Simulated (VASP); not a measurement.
# Ba2Ti3O8 in VASP: further runs

The runs below take Ba2Ti3O8 through single point, with PBEsol.

Program: VASP 6.6.1. These are calculated values, not measurements. Logs are shortened: lines on timing, memory, paths and dates and some standing lists are left out, and cuts for length are marked.

## 1. The cell of the first run

The cell holds a slab with vacuum, 13 atoms: a = 3.970 Å, b = 3.970 Å, c = 22.940 Å, α = 90.00°, β = 90.00°, γ = 90.00°.

## 2. Single point, PBEsol

Contents of INCAR:

```
PREC = Accurate
ENCUT = 520
EDIFF = 1E-6
ISMEAR = 0
SIGMA = 0.05
LREAL = False
LASPH = True
NELM = 100
ALGO = Normal
ISIF = 2
LWAVE = False
LCHARG = True
LDIPOL = True
IDIPOL = 3
DIPOL = 0.5 0.5 0.500
GGA = PS
LELF = True
LVHAR = True
LVACPOTAV = True
NBANDS = 64
```

Contents of KPOINTS:

```
Automatic mesh
0
Gamma
  7 7 3
```

Contents of POSCAR:

```
Ba2Ti3O8
1.0
    3.9698693904      0.0000000000      0.0000000000
    0.0000000000      3.9698693904      0.0000000000
    0.0000000000      0.0000000000     22.9397387807
Ti O Ba
3 8 2
Direct
    0.0000000000      0.0000000000      0.3269435660
    0.0000000000      0.0000000000      0.5000000000
    0.0000000000      0.0000000000      0.6730564340
    0.5000000000      0.0000000000      0.3269435660
    0.0000000000      0.5000000000      0.3269435660
    0.0000000000      0.0000000000      0.4134717830
    0.5000000000      0.0000000000      0.5000000000
    0.0000000000      0.5000000000      0.5000000000
    0.0000000000      0.0000000000      0.5865282170
    0.5000000000      0.0000000000      0.6730564340
    0.0000000000      0.5000000000      0.6730564340
    0.5000000000      0.5000000000      0.4134717830
    0.5000000000      0.5000000000      0.5865282170
```

Potentials or basis: VASP PAW PBE potentials, release 64 (Ti_sv, O, Ba_sv).

Started as:

```sh
> cat potpaw_PBE.64/Ti_sv/POTCAR potpaw_PBE.64/O/POTCAR potpaw_PBE.64/Ba_sv/POTCAR > POTCAR
> mpirun -np 1 vasp_std > vasp.out
```

OUTCAR:

```text
PREC = Accurate
   ENCUT = 520
   EDIFF = 1E-6
   ISMEAR = 0
   LREAL = False
   LASPH = True
   NELM = 100
   ISIF = 2
   GGA = PS

 ion  position               nearest neighbor table
   1  0.000  0.000  0.327-   6 1.98   5 1.98   4 1.98   5 1.98   4 1.98  12 3.44  12 3.44  12 3.44
                            12 3.44
   2  0.000  0.000  0.500-   6 1.98   9 1.98   8 1.98   7 1.98   8 1.98   7 1.98  12 3.44  12 3.44
                            13 3.44  13 3.44  12 3.44  13 3.44  12 3.44  13 3.44
   3  0.000  0.000  0.673-   9 1.98  10 1.98  11 1.98  11 1.98  10 1.98  13 3.44  13 3.44  13 3.44
                            13 3.44
   4  0.500  0.000  0.327-   1 1.98   1 1.98  12 2.81  12 2.81
   5  0.000  0.500  0.327-   1 1.98   1 1.98  12 2.81  12 2.81
   6  0.000  0.000  0.413-   1 1.98   2 1.98  12 2.81  12 2.81  12 2.81  12 2.81
   7  0.500  0.000  0.500-   2 1.98   2 1.98  13 2.81  12 2.81  13 2.81  12 2.81
   8  0.000  0.500  0.500-   2 1.98   2 1.98  13 2.81  12 2.81  12 2.81  13 2.81
   9  0.000  0.000  0.587-   2 1.98   3 1.98  13 2.81  13 2.81  13 2.81  13 2.81
  10  0.500  0.000  0.673-   3 1.98   3 1.98  13 2.81  13 2.81
  11  0.000  0.500  0.673-   3 1.98   3 1.98  13 2.81  13 2.81
  12  0.500  0.500  0.413-   4 2.81   5 2.81   7 2.81   8 2.81   4 2.81   7 2.81   5 2.81   8 2.81
                             6 2.81   6 2.81   6 2.81   6 2.81   1 3.44   2 3.44   2 3.44   2 3.44
  13  0.500  0.500  0.587-   7 2.81   8 2.81  10 2.81  11 2.81   7 2.81  10 2.81   8 2.81  11 2.81
                             9 2.81   9 2.81   9 2.81   9 2.81   2 3.44   3 3.44   3 3.44   3 3.44

  LATTYP: Found a simple tetragonal cell.
 ALAT       =     3.9698693904
 C/A-ratio  =     5.7784618396

  Lattice vectors:

 A1 = (   3.9698693904,   0.0000000000,   0.0000000000)
 A2 = (   0.0000000000,   3.9698693904,   0.0000000000)
 A3 = (   0.0000000000,   0.0000000000,  22.9397387807)

Analysis of symmetry for initial positions (statically):
=====================================================================
 Subroutine PRICEL returns:
 Original cell was already a primitive cell.

 Routine SETGRP: Setting up the symmetry group for a
 simple tetragonal supercell.

 Subroutine GETGRP returns: Found 16 space group operations
 (whereof 16 operations were pure point group operations)
 out of a pool of 16 trial point group operations.

The static configuration has the point symmetry D_4h.

Analysis of symmetry for dynamics (positions and initial velocities):
=====================================================================
 Subroutine PRICEL returns:
 Original cell was already a primitive cell.

 Routine SETGRP: Setting up the symmetry group for a
 simple tetragonal supercell.

 Subroutine GETGRP returns: Found 16 space group operations
 (whereof 16 operations were pure point group operations)
 out of a pool of 16 trial point group operations.

The dynamic configuration has the point symmetry D_4h.
[... 140 lines left out ...]
   LORBIT       =      0    0 simple, 1 ext, 2 COOP (PROOUT), +10 PAW based schemes
   GGA     = PS    functional components
   LHFCALC =     F    Hartree Fock is set to
   AEXX    =    0.0000 exact exchange contribution
   IVDW    =     0    specifies the selected vdW correction
   LEPSILON=     F    determine dielectric tensor
   LRPA    =     F    only Hartree local field effects (RPA)
 non-spin polarized calculation
 Gauss-broadening in eV      SIGMA  =   0.05
  energy-cutoff  :      520.00
  volume of cell :      361.53
 maximum number of plane-waves:      9837
 NGX is ok and might be reduce to    30
   NGX = 15   NGY = 15   NGZ = 85

 number of electron     103.9999957 magnetization

 dipolmoment           0.000000      0.000000     -0.000000 electrons x Angstroem

 Free energy of the ion-electron system (eV)
  ---------------------------------------------------
  ext. energy  EPLUGINS =         0.00000000
  ---------------------------------------------------
  free energy    TOTEN  =      -109.30894091 eV

  energy without entropy =     -109.30894091  energy(sigma->0) =     -109.30894091

 E-fermi :  -0.6123     XC(G=0):  -5.6520

 val. band max:       -0.8492484646   @ k =   0.4286   0.4286   0.0000
 cond. band min:       0.1782811587   @ k =   0.0000   0.0000   0.0000
 fundamental gap:      1.0275296233
 Fermi energy:        -0.6123395647

 k-point     1 :       0.0000    0.0000    0.0000
  band No.  band energies     occupation
      1     -57.9533      2.00000
      2     -57.9443      2.00000
      3     -57.9443      2.00000
      4     -34.4663      2.00000
      5     -34.4624      2.00000
      6     -34.3493      2.00000
[... 1329 lines left out ...]
     63       2.8293      0.00000
     64       4.9493      0.00000

------------------------ aborting loop because EDIFF is reached ----------------------------------------

  FORCE on cell =-STRESS in cart. coord.  units (eV):
  Direction    XX          YY          ZZ          XY          YZ          ZX
  --------------------------------------------------------------------------------------
  -------------------------------------------------------------------------------------
  Total       -7.8791116     -7.8791116     -4.0773279      0.0000000     -0.0000000      0.0000000
  in kB      -34.9178044    -34.9178044    -18.0694659      0.0000000     -0.0000000      0.0000000
  external PRESSURE =     -29.3016916 kB  Pullay stress =       0.0000000 kB

 VOLUME and BASIS-vectors are now :
 -----------------------------------------------------------------------------
  energy-cutoff  :      520.00
  volume of cell :      361.53
      direct lattice vectors                 reciprocal lattice vectors
     3.969869390  0.000000000  0.000000000     0.251897456  0.000000000  0.000000000
     0.000000000  3.969869390  0.000000000     0.000000000  0.251897456  0.000000000
     0.000000000  0.000000000 22.939738781     0.000000000  0.000000000  0.043592475

 POSITION                                       TOTAL-FORCE (eV/Angst)
 -----------------------------------------------------------------------------------
      0.00000      0.00000      7.50000         0.000000      0.000000      2.269372
      0.00000      0.00000     11.46987         0.000000      0.000000     -0.000000
      0.00000      0.00000     15.43974        -0.000000      0.000000     -2.269372
      1.98493      0.00000      7.50000        -0.000000      0.000000     -0.508873
      0.00000      1.98493      7.50000         0.000000     -0.000000     -0.508873
      0.00000      0.00000      9.48493        -0.000000     -0.000000     -0.785118
      1.98493      0.00000     11.46987         0.000000      0.000000     -0.000000
      0.00000      1.98493     11.46987         0.000000      0.000000     -0.000000
      0.00000      0.00000     13.45480         0.000000      0.000000      0.785118
      1.98493      0.00000     15.43974         0.000000      0.000000      0.508873
      0.00000      1.98493     15.43974         0.000000     -0.000000      0.508873
      1.98493      1.98493      9.48493         0.000000     -0.000000     -0.739574
      1.98493      1.98493     13.45480        -0.000000      0.000000      0.739574
 -----------------------------------------------------------------------------------
    total drift:                               -0.000000     -0.000000      0.000000

  FREE ENERGIE OF THE ION-ELECTRON SYSTEM (eV)
  ---------------------------------------------------
  free  energy   TOTEN  =      -109.3089409070 eV

  energy  without entropy=     -109.3089409070  energy(sigma->0) =     -109.30894091

 vacuum level on the upper side and lower side of the slab         4.103         4.103
```

OSZICAR:

```text
N       E                     dE             d eps       ncg     rms          rms(c)
DAV:   1     0.134167491002E+04    0.13417E+04   -0.51728E+04  2736   0.155E+03
DAV:   2     0.589096715157E+02   -0.12828E+04   -0.12460E+04  3224   0.450E+02
DAV:   3    -0.126623148701E+03   -0.18553E+03   -0.18443E+03  3632   0.177E+02
[... 19 lines left out ...]
DAV:  23    -0.109308912461E+03   -0.44807E-04   -0.42308E-06  2744   0.103E-02    0.144E-03
DAV:  24    -0.109308932036E+03   -0.19575E-04   -0.13512E-06  2344   0.339E-03    0.590E-04
DAV:  25    -0.109308939092E+03   -0.70558E-05   -0.46245E-07  2144   0.177E-03    0.315E-04
DAV:  26    -0.109308940305E+03   -0.12136E-05   -0.11549E-07  1912   0.107E-03    0.208E-04
DAV:  27    -0.109308940907E+03   -0.60161E-06   -0.72465E-08  1856   0.664E-04
   1 F= -.10930894E+03 E0= -.10930894E+03  d E =-.528035E-12
```

It took 26 min on 1 thread of AMD EPYC 7R43 (Zen 3), shared host; peak memory 0.58 GiB.

What came out:

- Free energy: -109.3089 eV
- Largest force: 2.269 eV/Å
- Band gap on the k mesh: 1.03 eV (least direct gap 1.59 eV)

Forces in eV/Å, atoms in the order of the input:
```
Ti   0.000  0.000  2.269
Ti   0.000  0.000  0.000
Ti   0.000  0.000 -2.269
O    0.000  0.000 -0.509
O    0.000  0.000 -0.509
O    0.000  0.000 -0.785
O    0.000  0.000  0.000
O    0.000  0.000  0.000
O    0.000  0.000  0.785
O    0.000  0.000  0.509
O    0.000  0.000  0.509
Ba   0.000  0.000 -0.740
Ba   0.000  0.000  0.740
```

Levels at points of the mesh, in eV from the valence-band top:
| k point | band 49 | band 50 | band 51 | band 52 | band 53 | band 54 | band 55 | band 56 |
| --- | --- | --- | --- | --- | --- | --- | --- | --- |
| (0.00, 0.00, 0.00) | -0.61 | -0.61 | -0.56 | -0.56 | 1.03 | 1.09 | 1.09 | 1.44 |

Caveat: the PAW data sets were made with another functional, which shifts forces and pressure a little; spin-orbit coupling is left out, which moves the levels of the heavy elements.

## 3. Single point, PBEsol

Contents of INCAR:

```
ALGO     = Normal         # electronic algorithm
DIPOL    = 0.5 0.5 0.500
EDIFF    = 1E-6           # SCF threshold, eV
ENCUT    = 520            # plane-wave cutoff, eV
GGA      = PS             # functional
IDIPOL   = 3            
ISIF     = 2              # what is computed and relaxed
ISMEAR   = 0              # smearing method
LASPH    = True           # aspherical terms in the spheres
LCHARG   = False          # write CHGCAR
LDIPOL   = True         
LREAL    = False          # projectors in reciprocal space
LWAVE    = False          # write WAVECAR
NBANDS   = 64             # bands
NELM     = 80             # most SCF steps
PREC     = Accurate       # precision mode
SIGMA    = 0.05           # smearing width, eV
```

Contents of KPOINTS:

```
k-points
0
Gamma
  7 7 1
```

Contents of POSCAR:

```
Ba2Ti3O8
1.0
    3.9698693904      0.0000000000      0.0000000000
    0.0000000000      3.9698693904      0.0000000000
    0.0000000000      0.0000000000     22.9397387807
Ti O Ba
3 8 2
Direct
    0.0000000000      0.0000000000      0.3322383475
    0.0000000000      0.0000000000      0.5000000316
    0.0000000000      0.0000000000      0.6677616542
    0.5000000000      0.0000000000      0.3277453120
    0.0000000000      0.5000000000      0.3277453120
    0.0000000000      0.0000000000      0.4132332298
    0.5000000000      0.0000000000      0.5000000341
    0.0000000000      0.5000000000      0.5000000341
    0.0000000000      0.0000000000      0.5867667695
    0.5000000000      0.0000000000      0.6722546534
    0.0000000000      0.5000000000      0.6722546534
    0.5000000000      0.5000000000      0.4098270950
    0.5000000000      0.5000000000      0.5901728735
```

Potentials or basis: VASP PAW PBE potentials, release 64 (Ti_sv, O, Ba_sv).

Started as:

```sh
> cat potpaw_PBE.64/Ti_sv/POTCAR potpaw_PBE.64/O/POTCAR potpaw_PBE.64/Ba_sv/POTCAR > POTCAR
> mpirun -np 1 vasp_std > vasp.out
```

Wall time 8.3 min (1 thread of Oxide Virtual Turin-like, shared host); peak memory 0.49 GiB.

Results (log left out):

- Free energy: -109.6328 eV
- Largest force: 0.115 eV/Å
- Band gap on the k mesh: 0.96 eV (least direct gap 1.52 eV)

Forces on the atoms (eV/Å):
```
Ti   0.000  0.000 -0.115
Ti   0.000  0.000  0.000
Ti   0.000  0.000  0.115
O    0.000  0.000 -0.095
O    0.000  0.000 -0.095
O    0.000  0.000  0.064
O    0.000  0.000  0.000
O    0.000  0.000  0.000
O    0.000  0.000 -0.064
O    0.000  0.000  0.095
O    0.000  0.000  0.095
Ba   0.000  0.000  0.064
Ba   0.000  0.000 -0.064
```

Levels at points of the mesh, in eV from the valence-band top:
| k point | band 49 | band 50 | band 51 | band 52 | band 53 | band 54 | band 55 | band 56 |
| --- | --- | --- | --- | --- | --- | --- | --- | --- |
| (0.00, 0.00, 0.00) | -0.61 | -0.61 | -0.56 | -0.56 | 0.96 | 1.05 | 1.05 | 1.50 |

Caveat: the PAW data sets were made with another functional, which shifts forces and pressure a little; spin-orbit coupling is left out, which moves the levels of the heavy elements.

## 4. Single point, PBEsol

Contents of INCAR:

```
SYSTEM = Ba2Ti3O8
ALGO = Normal
DIPOL = 0.5 0.5 0.500
EDIFF = 1E-7
EFIELD = 0.3
ENCUT = 520
GGA = PS
IDIPOL = 3
ISIF = 2
ISMEAR = 0
LASPH = .TRUE.
LCHARG = .FALSE.
LDIPOL = .TRUE.
LREAL = .FALSE.
LWAVE = .FALSE.
NBANDS = 64
NELM = 80
PREC = Accurate
SIGMA = 0.05
```

Contents of KPOINTS:

```
k-points
0
G
  7 7 1
  0 0 0
```

Contents of POSCAR:

```
Ba2Ti3O8
1.0
    3.9698693904      0.0000000000      0.0000000000
    0.0000000000      3.9698693904      0.0000000000
    0.0000000000      0.0000000000     22.9397387807
Ti O Ba
3 8 2
Direct
    0.0000000000      0.0000000000      0.3269435660
    0.0000000000      0.0000000000      0.5000000000
    0.0000000000      0.0000000000      0.6730564340
    0.5000000000      0.0000000000      0.3269435660
    0.0000000000      0.5000000000      0.3269435660
    0.0000000000      0.0000000000      0.4134717830
    0.5000000000      0.0000000000      0.5000000000
    0.0000000000      0.5000000000      0.5000000000
    0.0000000000      0.0000000000      0.5865282170
    0.5000000000      0.0000000000      0.6730564340
    0.0000000000      0.5000000000      0.6730564340
    0.5000000000      0.5000000000      0.4134717830
    0.5000000000      0.5000000000      0.5865282170
```

Started as:

```sh
> cat potpaw_PBE.64/Ti_sv/POTCAR potpaw_PBE.64/O/POTCAR potpaw_PBE.64/Ba_sv/POTCAR > POTCAR
> mpirun -np 1 vasp_std > vasp.out
```

Wall time 10 min (1 thread of Oxide Virtual Turin-like, shared host); peak memory 0.49 GiB.

The run converged. Its results:

* Free energy: -109.3437 eV
* Largest force: 2.527 eV/Å
* Band gap on the k mesh: 0.86 eV (least direct gap 1.45 eV)

Forces in eV/Å, atoms in the order of the input:
```
Ti   0.000  0.000  2.002
Ti   0.000  0.000 -0.332
Ti   0.000  0.000 -2.527
O    0.000  0.000 -0.400
O    0.000  0.000 -0.400
O    0.000  0.000 -0.544
O    0.000  0.000  0.096
O    0.000  0.000  0.096
O    0.000  0.000  1.026
O    0.000  0.000  0.616
O    0.000  0.000  0.616
Ba   0.000  0.000 -0.862
Ba   0.000  0.000  0.617
```

Levels at points of the mesh, in eV from the valence-band top:
```
           k point  band 48  band 49  band 50  band 51  band 52  band 53  band 54  band 55  band 56  band 57
(0.00, 0.00, 0.00)    -1.40    -0.92    -0.92    -0.59    -0.59     0.86     0.90     0.90     1.12     1.43
```

Caveat: the PAW data sets were made with another functional, which shifts forces and pressure a little; spin-orbit coupling is left out, which moves the levels of the heavy elements.

## 5. Single point, PBEsol

Contents of INCAR:

```
  PREC = Accurate
  ENCUT = 520
  EDIFF = 1E-7
  ISMEAR = 0
  SIGMA = 0.05
  LREAL = F
  LASPH = T
  NELM = 80
  ALGO = Normal
  ISIF = 2
  LWAVE = F
  LCHARG = F
  LDIPOL = T
  IDIPOL = 3
  DIPOL = 0.5 0.5 0.500
  GGA = PS
  NBANDS = 64
  EFIELD = -0.6
```

Contents of KPOINTS:

```
Automatic mesh
0
Gamma
  7 7 1
```

POSCAR is that of step 4.

Started as:

```sh
> cat potpaw_PBE.64/Ti_sv/POTCAR potpaw_PBE.64/O/POTCAR potpaw_PBE.64/Ba_sv/POTCAR > POTCAR
> mpirun -np 1 vasp_std > vasp.out
```

Run time: 10 min. Hardware: 1 thread of Oxide Virtual Turin-like, shared host; peak memory 0.49 GiB.

It converged, with:

* Free energy: -109.4483 eV
* Largest force: 2.773 eV/Å
* Band gap on the k mesh: 0.66 eV (least direct gap 1.26 eV)

Forces on the atoms (eV/Å):
```
Ti   0.000  0.000  2.773
Ti   0.000  0.000  0.663
Ti   0.000  0.000 -1.725
O    0.000  0.000 -0.720
O    0.000  0.000 -0.720
O    0.000  0.000 -1.264
O    0.000  0.000 -0.191
O    0.000  0.000 -0.191
O    0.000  0.000  0.304
O    0.000  0.000  0.291
O    0.000  0.000  0.291
Ba   0.000  0.000 -0.495
Ba   0.000  0.000  0.983
```

Levels at points of the mesh, in eV from the valence-band top:
```csv
k point,band 48,band 49,band 50,band 51,band 52,band 53,band 54,band 55,band 56,band 57
"(0.00, 0.00, 0.00)",-1.42,-1.25,-1.25,-0.60,-0.60,0.66,0.66,0.68,0.80,1.37
```

Caveat: semilocal functionals underestimate gaps, and a narrow one can read as zero; the PAW data sets were made with another functional, which shifts forces and pressure a little; spin-orbit coupling is left out, which moves the levels of the heavy elements.

## 6. Summary

| cell | k mesh | electric field (eV/Å) | gap on the mesh (eV) | largest force (eV/Å) |
| --- | --- | --- | --- | --- |
| as given, atomic positions A | 7 × 7 × 3 | - | 1.03 | 2.27 |
| as given, atomic positions B | 7 × 7 × 1 | - | 0.96 | 0.12 |
| as given, atomic positions A | 7 × 7 × 1 | 0.3 eV/Å | 0.86 | 2.53 |
| as given, atomic positions A | 7 × 7 × 1 | -0.6 eV/Å | 0.66 | 2.77 |

Alike in all rows: task single point; level PBEsol; potentials or basis VASP PAW PBE potentials, release 64 (Ti_sv, O, Ba_sv); no spin polarisation; cutoff (eV) 520; smearing gaussian 0.05 eV.

Caveats: the PAW data sets were made with another functional, which shifts forces and pressure a little; spin-orbit coupling is left out, which moves the levels of the heavy elements; semilocal functionals underestimate gaps, and a narrow one can read as zero (at least some runs).

Total energies depend on the potentials used, so only differences within one code and one set of settings carry meaning.
